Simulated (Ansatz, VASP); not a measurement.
# TaH3Br2: VASP beside Ansatz

```
Ta H Br
1.0
     5.19574    0.00000    0.00000
    -2.59787    4.49965    0.00000
     0.00000    0.00000    3.13832
Ta H Br
1 3 2
Direct
  0.00000 0.00000 0.00000
  0.50000 0.00000 0.50000
  0.00000 0.50000 0.50000
  0.50000 0.50000 0.50000
  0.66667 0.33333 0.00000
  0.33333 0.66667 0.00000
```

Change from the starting cell: species swapped into the CeSi2Ir3 type (P6/mmm, No. 191).

Alike in both runs: functional PBE; k mesh 6 × 6 × 6; occupations gaussian, width 0.1 eV; collinear spin.

Ansatz relaxed the structure, and its values are those at the end. VASP's run is a single point on that final structure, the one shown.

```csv
,VASP,Ansatz
version,VASP 6.6.1,Ansatz 0.2.0
potentials or method,"VASP PAW PBE potentials, release 64 (Ta_pv, H, Br), cutoff 520 eV","scalar-relativistic, plane waves, PAW"
valence electrons in the cell,28,30
```

VASP gave:

| Item | Value |
| --- | --- |
| gap on the k mesh at the Fermi level (eV) | none |
| pressure (GPa) | 0.1 |
| net moment per atom (μB) | 0.06 |
| size of the moment on the site where the two differ most (μB) | 0.22 |

**Question.** Which values does Ansatz return?

**Answer.** gap on the k mesh at the Fermi level (eV): none; pressure (GPa): 0.1; net moment per atom (μB): 0.06; size of the moment on the site where the two differ most (μB): 0.21.

Site moments also hang on the region over which each program counts them. A gap of «none» marks a metal or a gap that the smearing closes. The functional is the same, so the differences come from potentials, cutoffs and numerics. VASP's potentials hold 28 valence electrons a cell and Ansatz's 30, so a difference there can come from the potentials and not from the codes.

Spin-orbit coupling is off throughout.
